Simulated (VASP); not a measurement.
# SiO2 (I4/mmm) in VASP: notebook

Runs on SiO2. Level: r2SCAN. Tasks: single point.

Everything below comes from runs of VASP 6.6.1. Logs are shortened: lines on timing, memory, paths and dates and some standing lists are left out, and cuts for length are marked.

## (1) The cell of the first run

Symmetry: I4/mmm, No. 139, tetragonal system. Conventional cell: a = 8.939 Å, b = 8.939 Å, c = 5.231 Å, α = 90.00°, β = 90.00°, γ = 90.00°. Si (site symmetry m2m) has 4 O at 1.60 to 1.61 Å within 2.1 Å. O (site symmetry 2/m) has 2 Si at 1.60 Å within 2.1 Å. O (site symmetry m2m) has 2 Si at 1.61 Å within 2.1 Å.

## (2) Single point, r2SCAN

Contents of POSCAR:

```
SiO2
1.0
   -4.4693744152      4.4693744152      2.6157360999
    4.4693744152     -4.4693744152      2.6157360999
    4.4693744152      4.4693744152     -2.6157360999
Si O
4 8
Direct
    0.1769634091      0.1769634091      0.3539268181
    0.8230365909      0.1769634091      0.0000000000
    0.1769634091      0.8230365909      0.0000000000
    0.8230365909      0.8230365909      0.6460731819
    0.5000000000      0.5000000000      0.5000000000
    0.0000000000      0.5000000000      0.0000000000
    0.5000000000      0.0000000000      0.0000000000
    0.0000000000      0.0000000000      0.5000000000
    0.0000000000      0.2088403750      0.2088403750
    0.7911596250      0.0000000000      0.7911596250
    0.2088403750      0.0000000000      0.2088403750
    0.0000000000      0.7911596250      0.7911596250
```

Contents of INCAR.step1:

```
SYSTEM = SiO2
PREC = Accurate ; ENCUT = 520
ISMEAR = 0 ; SIGMA = 0.02
LREAL = .False. ; LASPH = .True.
NELM = 60 ; NBANDS = 44
GGA = PE ; ALGO = Normal
EDIFF = 1E-4 ; LWAVE = .True.
LCHARG = .False.
```

Contents of INCAR.step2:

```
SYSTEM = SiO2
PREC = Accurate ; ENCUT = 520
EDIFF = 1E-7 ; ISMEAR = 0
SIGMA = 0.02 ; LREAL = .False.
LASPH = .True. ; NELM = 60
ALGO = Normal ; ISIF = 2
LWAVE = .False. ; LCHARG = .False.
METAGGA = R2SCAN ; LMIXTAU = .True.
NBANDS = 44 ; ISTART = 1
```

Contents of KPOINTS:

```
regular mesh
0
Gamma
  6 6 6
  0 0 0
```

Potentials or basis: VASP PAW PBE potentials, release 64 (Si, O).

Command:

```console
$ cat potpaw_PBE.64/Si/POTCAR potpaw_PBE.64/O/POTCAR > POTCAR
$ cp INCAR.step1 INCAR
$ mpirun -np 1 vasp_std > vasp.out
$ cp INCAR.step2 INCAR
$ mpirun -np 1 vasp_std > vasp.out
```

OUTCAR:

```text
SYSTEM = SiO2
   PREC = Accurate
   ENCUT = 520
   EDIFF = 1E-7
   ISMEAR = 0
   LREAL = .False.
   LASPH = .True.
   NELM = 60
   ISIF = 2
   METAGGA = R2SCAN
   ISTART = 1

 ion  position               nearest neighbor table
   1  0.177  0.177  0.354-   5 1.60   8 1.60   9 1.61  11 1.61
   2  0.823  0.177  0.000-   6 1.60   7 1.60   9 1.61  10 1.61
   3  0.177  0.823  0.000-   6 1.60   7 1.60  11 1.61  12 1.61
   4  0.823  0.823  0.646-   5 1.60   8 1.60  10 1.61  12 1.61
   5  0.500  0.500  0.500-   1 1.60   4 1.60
   6  0.000  0.500  0.000-   2 1.60   3 1.60
   7  0.500  0.000  0.000-   2 1.60   3 1.60
   8  0.000  0.000  0.500-   1 1.60   4 1.60
   9  0.000  0.209  0.209-   1 1.61   2 1.61
  10  0.791  0.000  0.791-   4 1.61   2 1.61
  11  0.209  0.000  0.209-   1 1.61   3 1.61
  12  0.000  0.791  0.791-   4 1.61   3 1.61

  LATTYP: Found a body centered tetragonal cell.
 ALAT       =     8.9387488304
 C/A-ratio  =     0.5852577692

  Lattice vectors:

 A1 = (  -4.4693744152,   4.4693744152,   2.6157360999)
 A2 = (   4.4693744152,  -4.4693744152,   2.6157360999)
 A3 = (   4.4693744152,   4.4693744152,  -2.6157360999)

Analysis of symmetry for initial positions (statically):
=====================================================================
 Subroutine PRICEL returns:
 Original cell was already a primitive cell.

 Routine SETGRP: Setting up the symmetry group for a
 body centered tetragonal supercell.

 Subroutine GETGRP returns: Found 16 space group operations
 (whereof 16 operations were pure point group operations)
 out of a pool of 16 trial point group operations.

The static configuration has the point symmetry D_4h.

Analysis of symmetry for dynamics (positions and initial velocities):
=====================================================================
 Subroutine PRICEL returns:
 Original cell was already a primitive cell.

 Routine SETGRP: Setting up the symmetry group for a
 body centered tetragonal supercell.

 Subroutine GETGRP returns: Found 16 space group operations
 (whereof 16 operations were pure point group operations)
 out of a pool of 16 trial point group operations.

The dynamic configuration has the point symmetry D_4h.

 Subroutine INISYM returns: Found 16 space group operations
 (whereof 16 operations are pure point group operations),
 and found     1 'primitive' translations

----------------------------------------------------------------------------------------

                                     Primitive cell

  volume of cell :     209.0005

  direct lattice vectors                    reciprocal lattice vectors
    -4.469374415  4.469374415  2.615736100     0.000000000  0.111872480  0.191150782
     4.469374415 -4.469374415  2.615736100     0.111872480  0.000000000  0.191150782
     4.469374415  4.469374415 -2.615736100     0.111872480  0.111872480  0.000000000

  length of vectors
     6.840518304  6.840518304  6.840518304     0.221481541  0.221481541  0.158211579

  position of ions in fractional coordinates (direct lattice)
     0.176963409  0.176963409  0.353926818
     0.823036591  0.176963409  0.000000000
     0.176963409  0.823036591  0.000000000
     0.823036591  0.823036591  0.646073182
     0.500000000  0.500000000  0.500000000
     0.000000000  0.500000000  0.000000000
     0.500000000  0.000000000  0.000000000
     0.000000000  0.000000000  0.500000000
     0.000000000  0.208840375  0.208840375
     0.791159625  0.000000000  0.791159625
     0.208840375  0.000000000  0.208840375
     0.000000000  0.791159625  0.791159625

  ion indices of the primitive-cell ions
   primitive index   ion index
                 1           1
                 2           2
                 3           3
                 4           4
                 5           5
                 6           6
                 7           7
                 8           8
                 9           9
                10          10
                11          11
                12          12

----------------------------------------------------------------------------------------

 KPOINTS: regular mesh

Automatic generation of k-mesh.
 Grid dimensions read from file:
 generate k-points for:    6    6    6

 Generating k-lattice:

  Cartesian coordinates                     Fractional coordinates (reciprocal lattice)
     0.000000000  0.018645413  0.031858464     0.166666667  0.000000000  0.000000000
     0.018645413  0.000000000  0.031858464     0.000000000  0.166666667  0.000000000
     0.018645413  0.018645413  0.000000000     0.000000000  0.000000000  0.166666667

  Length of vectors
     0.036913590  0.036913590  0.026368596

  Shift w.r.t. Gamma in fractional coordinates (k-lattice)
     0.000000000  0.000000000  0.000000000

 Subroutine IBZKPT returns following result:
 ===========================================

 Found     30 irreducible k-points:

 Following reciprocal coordinates:
            Coordinates               Weight
  0.000000  0.000000  0.000000      1.000000
  0.166667  0.000000 -0.000000      8.000000
  0.333333  0.000000 -0.000000      8.000000
  0.500000  0.000000 -0.000000      4.000000
  0.166667  0.166667 -0.000000      8.000000
  0.333333  0.166667 -0.000000     16.000000
[... 16 lines left out ...]
 -0.333333 -0.333333  0.166667      8.000000
 -0.166667 -0.333333  0.166667      8.000000
 [... further k-points ...]
   k-points           NKPTS =     30   k-points in BZ     NKDIM =     30   number of bands    NBANDS=     44
   number of dos      NEDOS =    301   number of ions     NIONS =     12
   total plane-waves  NPLWV = 157464
   dimension x,y,z NGX =    54 NGY =   54 NGZ =   54
   dimension x,y,z NGXF=   108 NGYF=  108 NGZF=  108
   ions per type =               4   8
   NGX,Y,Z   is equivalent  to a cutoff of  13.12, 13.12, 13.12 a.u.
   NGXF,Y,Z  is equivalent  to a cutoff of  26.25, 26.25, 26.25 a.u.
 SYSTEM =  SiO2
   PREC   = accura    normal or accurate (medium, high low for compatibility)
   ISTART =      1    job   : 0-new  1-cont  2-samecut
   ICHARG =      0    charge: 1-file 2-atom 10-const
   ISPIN  =      1    spin polarized calculation?
   LNONCOLLINEAR =      F non collinear calculations
   LSORBIT =      F    spin-orbit coupling
   LASPH  =      T    aspherical Exc in radial PAW
   ENCUT  =  520.0 eV  38.22 Ry    6.18 a.u.  12.72 12.72 12.72*2*pi/ulx,y,z
   NELM   =     60;   NELMIN=  2; NELMDL=  0     # of ELM steps
   EDIFF  = 0.1E-06   stopping-criterion for ELM
   LREAL  =      F    real-space projection
   EDIFFG = 0.1E-05   stopping-criterion for IOM
   NSW    =      0    number of steps for IOM
   IBRION =     -1    ionic relax: 0-MD 1-quasi-New 2-CG
   NFREE  =      0    steps in history (QN), initial steepest desc. (CG)
   ISIF   =      2    stress and relaxation
   ISYM   =      2    0-nonsym 1-usesym 2-fastsym
   POTIM  = 0.5000    time-step for ionic-motion
   TEBEG  =    0.0;   TEEND  =   0.0 temperature during run
   PSTRESS=    0.0 pullay stress
   NELECT =      64.0000    total number of electrons
   NUPDOWN=      -1.0000    fix difference up-down
   EMIN   =  10.00;   EMAX   =-10.00  energy-range for DOS
   EFERMI =   0.00;   METHOD = LEGACY
   ISMEAR =     0;   SIGMA  =   0.02  broadening in eV -4-tet -1-fermi 0-gaus
   EFERMI_NEDOS =   21; number of points for ismear=-14 and -15
   IALGO  =     38    algorithm
   IMIX   =      4    mixing-type and parameters
     AMIX     =   0.40;   BMIX     =  1.00
     AMIX_MAG =   1.60;   BMIX_MAG =  1.00
  volume/ion in A,a.u.               =      17.42       117.53
  Fermi-wavevector in a.u.,A,eV,Ry     =   1.103449  2.085217 16.566457  1.217600
  Thomas-Fermi vector in A             =   2.239907
   LORBIT       =      0    0 simple, 1 ext, 2 COOP (PROOUT), +10 PAW based schemes
   METAGGA = R2SCAN    functional components
   LHFCALC =     F    Hartree Fock is set to
   AEXX    =    0.0000 exact exchange contribution
   IVDW    =     0    specifies the selected vdW correction
   LEPSILON=     F    determine dielectric tensor
   LRPA    =     F    only Hartree local field effects (RPA)
 non-spin polarized calculation
 Gauss-broadening in eV      SIGMA  =   0.02
  energy-cutoff  :      520.00
  volume of cell :      209.00
 maximum number of plane-waves:      5649
 NGX is ok and might be reduce to    54
   NGX = 25   NGY = 25   NGZ = 25

 number of electron      64.0000008 magnetization

 Free energy of the ion-electron system (eV)
  ---------------------------------------------------
  ext. energy  EPLUGINS =         0.00000000
  ---------------------------------------------------
  free energy    TOTEN  =      -119.02346096 eV

  energy without entropy =     -119.02346096  energy(sigma->0) =     -119.02346096

 E-fermi :  -1.3073     XC(G=0):  -7.6262

 val. band max:       -1.4892223177   @ k =   0.5000   0.5000   0.5000
 cond. band min:       4.5780583087   @ k =   0.0000   0.0000   0.0000
 fundamental gap:      6.0672806263
 Fermi energy:        -1.3073381494

 k-point     1 :       0.0000    0.0000    0.0000
  band No.  band energies     occupation
      1     -21.9609      2.00000
      2     -21.0883      2.00000
      3     -20.5700      2.00000
      4     -20.5700      2.00000
      5     -19.9844      2.00000
      6     -19.9509      2.00000
[... 36 lines left out ...]
     43      10.4777      0.00000
     44      10.7707      0.00000

 k-point     2 :       0.1667    0.0000   -0.0000
  band No.  band energies     occupation
      1     -21.8928      2.00000
      2     -21.0878      2.00000
      3     -20.6674      2.00000
      4     -20.5679      2.00000
      5     -19.9829      2.00000
      6     -19.9559      2.00000
[... 1026 lines left out ...]
 k-point    24 :      -0.1667   -0.3333    0.1667
  band No.  band energies     occupation
      1     -21.5644      2.00000
      2     -21.0833      2.00000
      3     -21.0822      2.00000
      4     -20.5721      2.00000
      5     -19.9867      2.00000
      6     -19.9592      2.00000
[... 36 lines left out ...]
     43      10.5354      0.00000
     44      10.7461      0.00000

 [... further k-points ...]
[... 5 lines left out ...]
  --------------------------------------------------------------------------------------
  -------------------------------------------------------------------------------------
  Total        0.1482762      0.1482762      0.1047040      0.0000000      0.0000000     -0.0000000
  in kB        1.1366703      1.1366703      0.8026506      0.0000000      0.0000000     -0.0000000
  external PRESSURE =       1.0253304 kB  Pullay stress =       0.0000000 kB

 VOLUME and BASIS-vectors are now :
 -----------------------------------------------------------------------------
  energy-cutoff  :      520.00
  volume of cell :      209.00
      direct lattice vectors                 reciprocal lattice vectors
    -4.469374415  4.469374415  2.615736100     0.000000000  0.111872480  0.191150782
     4.469374415 -4.469374415  2.615736100     0.111872480  0.000000000  0.191150782
     4.469374415  4.469374415 -2.615736100     0.111872480  0.111872480  0.000000000

 POSITION                                       TOTAL-FORCE (eV/Angst)
 -----------------------------------------------------------------------------------
      1.58183      1.58183      0.00000         0.023166      0.023166      0.000000
     -2.88754      2.88754      2.61574         0.023166     -0.023166      0.000000
      2.88754     -2.88754      2.61574        -0.023166      0.023166     -0.000000
      2.88754      2.88754      2.61574        -0.023166     -0.023166      0.000000
      2.23469      2.23469      1.30787        -0.000000      0.000000      0.000000
      2.23469     -2.23469      1.30787         0.000000      0.000000      0.000000
     -2.23469      2.23469      1.30787         0.000000      0.000000      0.000000
      2.23469      2.23469     -1.30787        -0.000000      0.000000      0.000000
      1.86677      0.00000      0.00000        -0.010541      0.000000      0.000000
      0.00000      7.07198      0.00000         0.000000      0.010541     -0.000000
      0.00000      1.86677      0.00000         0.000000     -0.010541      0.000000
      7.07198      0.00000      0.00000         0.010541      0.000000     -0.000000
 -----------------------------------------------------------------------------------
    total drift:                               -0.000000      0.000000     -0.000000

  FREE ENERGIE OF THE ION-ELECTRON SYSTEM (eV)
  ---------------------------------------------------
  free  energy   TOTEN  =      -119.0234609611 eV

  energy  without entropy=     -119.0234609611  energy(sigma->0) =     -119.02346096
```

Run time: 22 min. Hardware: 1 thread of Intel Xeon 6975P-C (Granite Rapids), shared host; peak memory 0.52 GiB.

What came out:

```
Free energy            : -119.0235 eV
Pressure               : 0.1 GPa
Largest force          : 0.033 eV/Å
Band gap on the k mesh : 6.07 eV
```

Forces on the atoms (eV/Å):
```
Si   0.023  0.023  0.000
Si   0.023 -0.023  0.000
Si  -0.023  0.023  0.000
Si  -0.023 -0.023  0.000
O    0.000  0.000  0.000
O    0.000  0.000  0.000
O    0.000  0.000  0.000
O    0.000  0.000  0.000
O   -0.011  0.000  0.000
O    0.000  0.011  0.000
O    0.000 -0.011  0.000
O    0.011  0.000  0.000
```

Levels at points of the mesh, in eV from the valence-band top:
| k point | band 28 | band 29 | band 30 | band 31 | band 32 | band 33 | band 34 | band 35 | band 36 | band 37 |
| --- | --- | --- | --- | --- | --- | --- | --- | --- | --- | --- |
| (0.00, 0.00, 0.00) | -1.39 | -0.83 | -0.68 | -0.02 | 0.00 | 6.07 | 8.98 | 9.55 | 9.86 | 10.03 |
| (0.50, 0.00, 0.00) | -1.15 | -1.11 | -0.78 | -0.59 | -0.25 | 8.27 | 8.43 | 9.31 | 9.94 | 10.04 |
| (0.50, 0.50, 0.00) | -0.75 | -0.46 | -0.38 | -0.38 | -0.24 | 7.19 | 7.62 | 9.53 | 9.85 | 10.50 |
| (0.50, 0.50, 0.50) | -1.03 | -1.03 | -0.18 | 0.00 | 0.00 | 8.12 | 8.46 | 8.46 | 8.66 | 9.60 |

Caveat: the PAW data sets were made with another functional, which shifts forces and pressure a little. A k mesh can miss the band edges.

## (3) Single point, r2SCAN

POSCAR: that of step 2 with these lines changed.

```diff
@@ -8,3 +8,3 @@
 Direct
-    0.1769634091      0.1769634091      0.3539268181
+    0.1769634091      0.1769634091      0.3539268182
     0.8230365909      0.1769634091      0.0000000000
```

Contents of INCAR.step1:

```
  PREC = Accurate
  ENCUT = 520
  ISMEAR = 0
  SIGMA = 0.02
  LREAL = False
  LASPH = True
  NELM = 60
  NBANDS = 44
  GGA = PE
  ALGO = Normal
  EDIFF = 1E-4
  LWAVE = True
  LCHARG = False
```

Contents of INCAR.step2:

```
  PREC = Accurate
  ENCUT = 520
  EDIFF = 1E-6
  ISMEAR = 0
  SIGMA = 0.02
  LREAL = False
  LASPH = True
  NELM = 60
  ALGO = Normal
  ISIF = 2
  LWAVE = False
  LCHARG = True
  METAGGA = R2SCAN
  LMIXTAU = True
  LELF = True
  LVHAR = True
  NBANDS = 44
  ISTART = 1
```

Contents of KPOINTS:

```
regular mesh
0
Gamma
  6 6 6
```

Potentials or basis: VASP PAW PBE potentials, release 64 (Si, O).

Command:

```console
$ cat potpaw_PBE.64/Si/POTCAR potpaw_PBE.64/O/POTCAR > POTCAR
$ cp INCAR.step1 INCAR
$ mpirun -np 1 vasp_std > vasp.out
$ cp INCAR.step2 INCAR
$ mpirun -np 1 vasp_std > vasp.out
```

It took 21 min on 1 thread of Intel Xeon 6975P-C (Granite Rapids), shared host; peak memory 0.54 GiB.

The run converged. Its results:

```
Free energy            : -119.0235 eV
Pressure               : 0.1 GPa
Largest force          : 0.033 eV/Å
Band gap on the k mesh : 6.07 eV
```

Forces in eV/Å, atoms in the order of the input:
```
Si   0.023  0.023  0.000
Si   0.023 -0.023  0.000
Si  -0.023  0.023  0.000
Si  -0.023 -0.023  0.000
O    0.000  0.000  0.000
O    0.000  0.000  0.000
O    0.000  0.000  0.000
O    0.000  0.000  0.000
O   -0.011  0.000  0.000
O    0.000  0.011  0.000
O    0.000 -0.011  0.000
O    0.011  0.000  0.000
```

Levels at points of the mesh, in eV from the valence-band top:
```
           k point  band 28  band 29  band 30  band 31  band 32  band 33  band 34  band 35  band 36  band 37
(0.00, 0.00, 0.00)    -1.39    -0.83    -0.68    -0.02     0.00     6.07     8.98     9.55     9.86    10.03
(0.50, 0.00, 0.00)    -1.15    -1.11    -0.78    -0.59    -0.25     8.27     8.43     9.31     9.94    10.04
(0.50, 0.50, 0.00)    -0.75    -0.46    -0.38    -0.38    -0.24     7.19     7.62     9.53     9.85    10.50
(0.50, 0.50, 0.50)    -1.02    -1.02    -0.18     0.00     0.00     8.12     8.46     8.46     8.66     9.60
```

Caveat: the PAW data sets were made with another functional, which shifts forces and pressure a little.
